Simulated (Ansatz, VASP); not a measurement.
## CdS: VASP beside Ansatz

The input INCAR:

```
ALGO     = Normal         # electronic algorithm
EDIFF    = 1E-6           # SCF threshold, eV
ENCUT    = 520            # plane-wave cutoff, eV
GGA      = PE             # functional
ISIF     = 2              # what is computed and relaxed
ISMEAR   = 1              # smearing method
LASPH    = T              # aspherical terms in the spheres
LCHARG   = F              # write CHGCAR
LREAL    = F              # projectors in reciprocal space
LWAVE    = F              # write WAVECAR
NBANDS   = 26             # bands
NELM     = 80             # most SCF steps
PREC     = Accurate       # precision mode
SIGMA    = 0.05           # smearing width, eV
```

File KPOINTS:

```
k-points
0
Gamma
  6 6 4
```

Contents of POSCAR:

```
CdS
1.0
    4.0796474258      0.0000000000      0.0000000000
   -2.0398237129      3.5330778908      0.0000000000
    0.0000000000      0.0000000000      6.6227914959
Cd S
2 2
Direct
    0.3333333333      0.6666666667      0.0000000000
    0.6666666667      0.3333333333      0.5000000000
    0.3333333333      0.6666666667      0.3750000000
    0.6666666667      0.3333333333      0.8750000000
```

Input for Ansatz:

```yaml
crystal:
  lattice:
    - [4.079647425839968, 0.0, 0.0]
    - [-2.039823712919984, 3.5330778907725238, 0.0]
    - [0.0, 0.0, 6.62279149587563]
  atoms:
    - { symbol: Cd, position: [0.3333333333333333, 0.6666666666666666, 0.0] }
    - { symbol: Cd, position: [0.6666666666666666, 0.3333333333333333, 0.5] }
    - { symbol: S, position: [0.3333333333333333, 0.6666666666666666, 0.375] }
    - { symbol: S, position: [0.6666666666666666, 0.3333333333333333, 0.875] }
basis:
  ecutwfc: 420.0
kpoints:
  mp_grid:
    grid: [6, 6, 4]
hamiltonian:
  xc: pbe
  pseudopotentials:
    kind: paw
scf:
  occupations:
    method: cold
    width: 0.05
output:
  stress: true
```

Alike in both runs: task single point; functional PBE; k mesh 6 × 6 × 4; no spin polarisation.

```csv
,VASP,Ansatz
version,VASP 6.6.1,Ansatz 0.2.0
potentials or method,"VASP PAW PBE potentials, release 64 (Cd, S), cutoff 520 eV","plane waves, PAW"
occupations,"methfessel-paxton of order 1, width 0.05 eV","cold, width 0.05 eV"
valence electrons in the cell,36,52
```

Ansatz gave:

| Item | Value |
| --- | --- |
| pressure (GPa) | 5.7 |
| traceless stress, the component that is largest in VASP (GPa) | 0.54 |

**Question.** Estimate VASP's values.

**Answer.** Pressure (GPa): 6.1; traceless stress, the component that is largest in VASP (GPa): 0.56.

VASP's potentials hold 36 valence electrons a cell and Ansatz's 52, so a difference there can come from the potentials and not from the codes.
